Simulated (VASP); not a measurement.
# InSe (R3m) in VASP: notebook, part 2 of 3

VASP 6.6.1. The steps go on from the part before.

### Step 4. Electric field gradients, PBEsol (volume scaled by 1.02)

The COD entry that gives the cell may itself be a prediction, so a difference from it is no test against experiment.

Input file INCAR:

```
ALGO = Normal
EDIFF = 1E-8
ENCUT = 520
GGA = PS
ISIF = 2
ISMEAR = -1
LASPH = T
LCHARG = F
LEFG = T
LREAL = F
LWAVE = F
NBANDS = 27
NELM = 100
PREC = Accurate
SIGMA = 0.01
```

Input file KPOINTS:

```
k-points
0
Gamma
  7 7 7
```

Input file POSCAR:

```
InSe
1.0
    2.0132450671      1.1623475815      8.3717488899
   -2.0132450671      1.1623475815      8.3717488899
    0.0000000000     -2.3246951629      8.3717488899
In Se
2 2
Direct
    0.0000000000      0.0000000000      0.0000000000
    0.1122000000      0.1122000000      0.1122000000
    0.6155000000      0.6155000000      0.6155000000
    0.8300000000      0.8300000000      0.8300000000
```

Potentials or basis: VASP PAW PBE potentials, release 64 (In_d, Se).

Launch:

```console
cat potpaw_PBE.64/In_d/POTCAR potpaw_PBE.64/Se/POTCAR > POTCAR
mpirun -np 1 vasp_std > vasp.out
```

OUTCAR:

```text
EDIFF = 1E-8
   ENCUT = 520
   GGA = PS
   ISIF = 2
   ISMEAR = -1
   LASPH = T
   LREAL = F
   NELM = 100
   PREC = Accurate

 ion  position               nearest neighbor table
   1  0.000  0.000  0.000-   3 2.66   3 2.66   3 2.66   2 2.82
   2  0.112  0.112  0.112-   4 2.66   4 2.66   4 2.66   1 2.82
   3  0.615  0.615  0.615-   1 2.66   1 2.66   1 2.66
   4  0.830  0.830  0.830-   2 2.66   2 2.66   2 2.66

  LATTYP: Found a trigonal (rhomboedric) cell.
 ALAT       =     8.6885204193
 COS(alpha) =     0.8926179648

  Lattice vectors:

 A1 = (   2.0132450671,   1.1623475815,   8.3717488899)
 A2 = (  -2.0132450671,   1.1623475815,   8.3717488899)
 A3 = (   0.0000000000,  -2.3246951629,   8.3717488899)

Analysis of symmetry for initial positions (statically):
=====================================================================
 Subroutine PRICEL returns:
 Original cell was already a primitive cell.

 Routine SETGRP: Setting up the symmetry group for a
 trigonal (rhombohedral) supercell.

 Subroutine GETGRP returns: Found  6 space group operations
 (whereof  6 operations were pure point group operations)
 out of a pool of 12 trial point group operations.

The static configuration has the point symmetry C_3v.

Analysis of symmetry for dynamics (positions and initial velocities):
=====================================================================
 Subroutine PRICEL returns:
 Original cell was already a primitive cell.

 Routine SETGRP: Setting up the symmetry group for a
 trigonal (rhombohedral) supercell.

 Subroutine GETGRP returns: Found  6 space group operations
 (whereof  6 operations were pure point group operations)
 out of a pool of 12 trial point group operations.

The dynamic configuration has the point symmetry C_3v.

 Subroutine INISYM returns: Found  6 space group operations
 (whereof  6 operations are pure point group operations),
 and found     1 'primitive' translations

----------------------------------------------------------------------------------------

                                     Primitive cell

  volume of cell :     117.5439

  direct lattice vectors                    reciprocal lattice vectors
     2.013245067  1.162347581  8.371748890     0.248355259  0.143387976  0.039816451
    -2.013245067  1.162347581  8.371748890    -0.248355259  0.143387976  0.039816451
     0.000000000 -2.324695163  8.371748890     0.000000000 -0.286775951  0.039816451

  length of vectors
     8.688520419  8.688520419  8.688520419     0.289526849  0.289526849  0.289526849

  position of ions in fractional coordinates (direct lattice)
     0.000000000  0.000000000  0.000000000
     0.112200000  0.112200000  0.112200000
     0.615500000  0.615500000  0.615500000
     0.830000000  0.830000000  0.830000000

  ion indices of the primitive-cell ions
   primitive index   ion index
                 1           1
                 2           2
                 3           3
[... 85 lines left out ...]
   NUPDOWN=      -1.0000    fix difference up-down
   EMIN   =  10.00;   EMAX   =-10.00  energy-range for DOS
   EFERMI =   0.00;   METHOD = LEGACY
   ISMEAR =    -1;   SIGMA  =   0.01  broadening in eV -4-tet -1-fermi 0-gaus
   EFERMI_NEDOS =   21; number of points for ismear=-14 and -15
   IALGO  =     38    algorithm
   IMIX   =      4    mixing-type and parameters
     AMIX     =   0.40;   BMIX     =  1.00
     AMIX_MAG =   1.60;   BMIX_MAG =  1.00
  volume/ion in A,a.u.               =      29.39       198.31
  Fermi-wavevector in a.u.,A,eV,Ry     =   1.123577  2.123252 17.176325  1.262424
  Thomas-Fermi vector in A             =   2.260243
   LORBIT       =      0    0 simple, 1 ext, 2 COOP (PROOUT), +10 PAW based schemes
   GGA     = PS    functional components
   LHFCALC =     F    Hartree Fock is set to
   AEXX    =    0.0000 exact exchange contribution
   IVDW    =     0    specifies the selected vdW correction
   LEPSILON=     F    determine dielectric tensor
   LRPA    =     F    only Hartree local field effects (RPA)
 non-spin polarized calculation
  energy-cutoff  :      520.00
  volume of cell :      117.54
 maximum number of plane-waves:      3199
 NGX is ok and might be reduce to    70
   NGX = 33   NGY = 33   NGZ = 33

 number of electron      38.0000002 magnetization

 Free energy of the ion-electron system (eV)
  ---------------------------------------------------
  ext. energy  EPLUGINS =         0.00000000
  ---------------------------------------------------
  free energy    TOTEN  =       -15.59011408 eV

  energy without entropy =      -15.59011408  energy(sigma->0) =      -15.59011408

 E-fermi :   4.0200     XC(G=0):  -9.0929

 val. band max:        3.7795160076   @ k =  -0.4286   0.4286   0.4286
 cond. band min:       4.3949881696   @ k =   0.4286   0.4286   0.4286
 fundamental gap:      0.6154721620
 Fermi energy:         4.0200141953

 k-point     1 :       0.0000    0.0000    0.0000
  band No.  band energies     occupation
      1     -10.7767      2.00000
      2     -10.6011      2.00000
      3     -10.6011      2.00000
      4     -10.5249      2.00000
      5     -10.5249      2.00000
      6     -10.5098      2.00000
[... 709 lines left out ...]
     26      10.4303      0.00000
     27      10.8859      0.00000

 [... further k-points ...]

------------------------ aborting loop because EDIFF is reached ----------------------------------------

  FORCE on cell =-STRESS in cart. coord.  units (eV):
  Direction    XX          YY          ZZ          XY          YZ          ZX
  --------------------------------------------------------------------------------------
  -------------------------------------------------------------------------------------
  Total       -0.3739340     -0.3739340     -0.7519521     -0.0000000     -0.0000000      0.0000000
  in kB       -5.0968917     -5.0968917    -10.2494516     -0.0000000     -0.0000000      0.0000000
  external PRESSURE =      -6.8144116 kB  Pullay stress =       0.0000000 kB

 VOLUME and BASIS-vectors are now :
 -----------------------------------------------------------------------------
  energy-cutoff  :      520.00
  volume of cell :      117.54
      direct lattice vectors                 reciprocal lattice vectors
     2.013245067  1.162347581  8.371748890     0.248355259  0.143387976  0.039816451
    -2.013245067  1.162347581  8.371748890    -0.248355259  0.143387976  0.039816451
     0.000000000 -2.324695163  8.371748890     0.000000000 -0.286775951  0.039816451

 POSITION                                       TOTAL-FORCE (eV/Angst)
 -----------------------------------------------------------------------------------
      0.00000      0.00000      0.00000         0.000000      0.000000      0.095908
      0.00000      0.00000      2.81793         0.000000     -0.000000     -0.096569
      0.00000      0.00000     15.45843         0.000000      0.000000      0.115693
      0.00000      0.00000     20.84565         0.000000     -0.000000     -0.115032
 -----------------------------------------------------------------------------------
    total drift:                               -0.000000     -0.000000     -0.000156

  FREE ENERGIE OF THE ION-ELECTRON SYSTEM (eV)
  ---------------------------------------------------
  free  energy   TOTEN  =       -15.5901140820 eV

  energy  without entropy=      -15.5901140820  energy(sigma->0) =      -15.59011408

 Electric field gradients (V/A^2)
---------------------------------------------------------------------
 ion       V_xx      V_yy      V_zz      V_xy      V_xz      V_yz
---------------------------------------------------------------------
   1      50.085    50.085  -100.170    -0.000     0.000    -0.000
   2      50.196    50.196  -100.391     0.000     0.000    -0.000
   3      28.523    28.523   -57.046     0.000    -0.000    -0.000
   4      30.468    30.468   -60.936     0.000     0.000    -0.000
---------------------------------------------------------------------

 Electric field gradients after diagonalization (V/A^2)
 (convention: |V_zz| > |V_xx| > |V_yy|)
----------------------------------------------------------------------
 ion       V_xx      V_yy      V_zz     asymmetry (V_yy - V_xx)/ V_zz
----------------------------------------------------------------------
   1      50.085    50.085  -100.170       0.000
   2      50.196    50.196  -100.391       0.000
   3      28.523    28.523   -57.046       0.000
   4      30.468    30.468   -60.936       0.000
----------------------------------------------------------------------

           NMR quadrupolar parameters

 Cq : quadrupolar parameter    Cq=e*Q*V_zz/h
 eta: asymmetry parameters     (V_yy - V_xx)/ V_zz
 Q  : nuclear electric quadrupole moment in mb (millibarn)
----------------------------------------------------------------------
 ion       Cq(MHz)       eta       Q (mb)
----------------------------------------------------------------------
   1      -0.242       0.000       1.000
   2      -0.243       0.000       1.000
   3      -0.138       0.000       1.000
   4      -0.147       0.000       1.000
----------------------------------------------------------------------
```

OSZICAR:

```text
N       E                     dE             d eps       ncg     rms          rms(c)
DAV:   1     0.335197873075E+03    0.33520E+03   -0.17140E+04  2376   0.155E+03
DAV:   2     0.241438371585E+02   -0.31105E+03   -0.30200E+03  2395   0.384E+02
DAV:   3    -0.142156896350E+02   -0.38360E+02   -0.37613E+02  2984   0.145E+02
DAV:   4    -0.159779680003E+02   -0.17623E+01   -0.17561E+01  2773   0.316E+01
DAV:   5    -0.160526963992E+02   -0.74728E-01   -0.74716E-01  3631   0.638E+00    0.632E+00
DAV:   6    -0.156216737291E+02    0.43102E+00   -0.84441E-01  3368   0.156E+01    0.382E+00
DAV:   7    -0.155935455539E+02    0.28128E-01   -0.30914E-01  3289   0.410E+00    0.115E+00
DAV:   8    -0.155899819585E+02    0.35636E-02   -0.26807E-02  3554   0.176E+00    0.522E-01
DAV:   9    -0.155900436842E+02   -0.61726E-04   -0.47653E-03  2984   0.529E-01    0.141E-01
DAV:  10    -0.155900591713E+02   -0.15487E-04   -0.32029E-04  3276   0.137E-01    0.680E-02
DAV:  11    -0.155901151099E+02   -0.55939E-04   -0.10855E-04  3075   0.975E-02    0.198E-02
DAV:  12    -0.155901114319E+02    0.36780E-05   -0.14685E-05  3635   0.451E-02    0.130E-02
DAV:  13    -0.155901135852E+02   -0.21533E-05   -0.36004E-06  3011   0.108E-02    0.646E-03
DAV:  14    -0.155901140480E+02   -0.46279E-06   -0.11727E-06  2632   0.125E-02    0.216E-03
DAV:  15    -0.155901140896E+02   -0.41616E-07   -0.10019E-07  2999   0.272E-03    0.608E-04
DAV:  16    -0.155901140791E+02    0.10548E-07   -0.31865E-08  2284   0.121E-03    0.442E-04
DAV:  17    -0.155901140820E+02   -0.29354E-08   -0.23120E-09  1548   0.463E-04
   1 F= -.15590114E+02 E0= -.15590114E+02  d E =-.316047E-12
```

It took 14 min on 1 thread of Intel Xeon Platinum 8259CL at 2.50GHz (Skylake/Cascade Lake), shared host; peak memory 0.71 GiB.

What came out:

- Free energy: -15.5901 eV
- Pressure: -0.7 GPa
- Largest force: 0.116 eV/Å
- Band gap on the k mesh: 0.62 eV, indirect (least direct gap 0.66 eV)

Forces on the atoms (eV/Å):
```
In   0.000  0.000  0.096
In   0.000  0.000 -0.097
Se   0.000  0.000  0.116
Se   0.000  0.000 -0.115
```

Electric field gradients, principal values (V/Å²):
```
atom   least  middle  greatest (by size)
1 In  50.085  50.085            -100.170
2 In  50.196  50.196            -100.391
3 Se  28.523  28.523             -57.046
4 Se  30.468  30.468             -60.936
```

Caveat: without QUAD_EFG the Cq values of the log hold for a quadrupole moment of 1 mb, not for the nuclei; the PAW data sets were made with another functional, which shifts forces and pressure a little; spin-orbit coupling is left out, which moves the levels of the heavy elements.

(Continued in part 3 of 3.)
